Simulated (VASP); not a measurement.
A run of VASP 6.6.1 is set up as follows.

The input INCAR:

```
SYSTEM = CaMg
ALGO     = Normal         ! electronic algorithm
EDIFF    = 1E-7           ! SCF threshold, eV
ENCUT    = 520            ! plane-wave cutoff, eV
GGA      = CA             ! functional
ISIF     = 2              ! what is computed and relaxed
ISMEAR   = 0              ! smearing method
LASPH    = .TRUE.         ! aspherical terms in the spheres
LCHARG   = .FALSE.        ! write CHGCAR
LREAL    = .FALSE.        ! projectors in reciprocal space
LWAVE    = .FALSE.        ! write WAVECAR
NBANDS   = 13             ! bands
NELM     = 60             ! most SCF steps
PREC     = Accurate       ! precision mode
SIGMA    = 0.15           ! smearing width, eV
```

KPOINTS

```
k-points
0
G
  12 12 12
  0 0 0
```

POSCAR

```
CaMg
1.0
    3.7938385159      0.0000000000      0.0000000000
    0.0000000000      3.7938385159      0.0000000000
    0.0000000000      0.0000000000      3.7938385159
Ca Mg
1 1
Direct
    0.0000000000      0.0000000000      0.0000000000
    0.5000000000      0.5000000000      0.5000000000
```

Potentials or basis: VASP PAW LDA potentials, release 64 (Ca_sv, Mg).

The run is started by

```console
$ cat potpaw_LDA.64/Ca_sv/POTCAR potpaw_LDA.64/Mg/POTCAR > POTCAR
$ mpirun -np 1 vasp_std > vasp.out
```

What does it give for the pressure?

1.5 GPa.

Predict the band gap on the k mesh.

zero (bands 6 and 7 overlap by 1.34 eV).
